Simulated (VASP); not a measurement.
Set up this calculation in VASP 6.6.1, as the native input.

| Property | Result |
| --- | --- |
| Task | relaxation of cell and atoms |
| Functional | PBE |
| Potentials or basis | VASP PAW PBE potentials, release 64 (Be, B) |
| Cutoff | 600 eV |
| k mesh | 16 × 16 × 16 |
| Occupations | gaussian, width 0.1 eV |
| Spin | no spin polarisation |
| Dipole correction | no |
| Further INCAR settings | ALGO = Fast; EDIFF = 1e-07; IBRION = 2; EDIFFG = -0.01; NSW = 100; ISIF = 3 |

The structure of Be3B lies in POSCAR:

```
Be3B
1.0
    3.0567374990      0.0000000000      0.0000000000
    0.0000000000      3.0567374990      0.0000000000
    0.0000000000      0.0000000000      3.0567374990
Be B
3 1
Direct
    0.0000000000      0.5000000000      0.5000000000
    0.5000000000      0.0000000000      0.5000000000
    0.5000000000      0.5000000000      0.0000000000
    0.0000000000      0.0000000000      0.0000000000
```

These files were run (other wordings do the same):

INCAR

```
PREC     = Accurate       # precision mode
ENCUT    = 600            # plane-wave cutoff, eV
EDIFF    = 1E-7           # SCF threshold, eV
ISMEAR   = 0              # smearing method
SIGMA    = 0.1            # smearing width, eV
LREAL    = F              # projectors in reciprocal space
LASPH    = T              # aspherical terms in the spheres
NELM     = 100            # most SCF steps
ALGO     = Fast           # electronic algorithm
ISIF     = 3              # what is computed and relaxed
LWAVE    = F              # write WAVECAR
LCHARG   = F              # write CHGCAR
GGA      = PE             # functional
IBRION   = 2              # ionic algorithm
NSW      = 100            # ionic steps
EDIFFG   = -0.01          # ionic threshold
```

KPOINTS

```
regular mesh
0
Gamma
  16 16 16
```

Potentials or basis: VASP PAW PBE potentials, release 64 (Be, B).

Launch:

```bash
$ cat potpaw_PBE.64/Be/POTCAR potpaw_PBE.64/B/POTCAR > POTCAR
$ mpirun -np 1 vasp_std > vasp.out
```

Results of the run:

* Relaxed volume: 7.23 Å³/atom
* Relaxed cell: a = 3.069 Å, b = 3.069 Å, c = 3.069 Å, α = 90.00°, β = 90.00°, γ = 90.00°
* Space group after relaxing (to 0.1 Å): Pm-3m (No. 221)
* Energy gained by relaxing: 0.5 meV/atom
* Ionic steps: 2
* Pressure after relaxing: 0.0 GPa
* Band gap on the k mesh: zero (an odd number of electrons rules out a gap without spin polarisation)

It took 76 s on 1 thread of Oxide Virtual Turin-like Processor, with other jobs on the host, peak memory 0.14 GiB.
